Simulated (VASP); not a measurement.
Wanted: the native input for a VASP 6.6.1 run.

| Quantity | Value |
| --- | --- |
| Task | single point |
| Functional | RPBE |
| Dispersion | D3(BJ) |
| Potentials or basis | VASP PAW PBE potentials, release 64 (Si, C) |
| Cutoff | 600 eV |
| k mesh | 10 × 10 × 10 |
| Occupations | fermi-dirac, width 0.05 eV |
| Spin | no spin polarisation |
| Dipole correction | no |
| Further INCAR settings | ALGO = Normal; EDIFF = 1e-06; NBANDS = 11 |

The structure of SiC lies in POSCAR:

```
SiC
1.0
    0.0000000000      2.1270156737      2.1270156737
    2.1270156737      0.0000000000      2.1270156737
    2.1270156737      2.1270156737      0.0000000000
Si C
1 1
Direct
    0.0000000000      0.0000000000      0.0000000000
    0.7500000000      0.7500000000      0.7500000000
```

The input as run:

INCAR

```
SYSTEM = SiC
PREC = Accurate ; ENCUT = 600
EDIFF = 1E-6 ; ISMEAR = -1
SIGMA = 0.05 ; LREAL = .FALSE.
LASPH = .TRUE. ; NELM = 120
ALGO = Normal ; ISIF = 2
LWAVE = .FALSE. ; LCHARG = .TRUE.
GGA = RP ; IVDW = 12
LELF = .TRUE. ; LVHAR = .TRUE.
NBANDS = 11 ; GGA_COMPAT = .FALSE.
```

KPOINTS

```
regular mesh
0
G
  10 10 10
  0 0 0
```

Potentials or basis: VASP PAW PBE potentials, release 64 (Si, C).

Command:

```sh
$ cat potpaw_PBE.64/Si/POTCAR potpaw_PBE.64/C/POTCAR > POTCAR
$ mpirun -np 1 vasp_std > vasp.out
```

Results of the run:

```
Pressure                   : -0.8 GPa
Band gap on the k mesh     : 1.29 eV (least direct gap 4.60 eV)
Dispersion energy per atom : -1.240 eV
```

Caveat: the PAW data sets were made with another functional, which shifts forces and pressure a little.

Run time: 11 s on 1 thread of Intel Xeon 8259CL, on a shared host, peak memory 0.15 GiB.
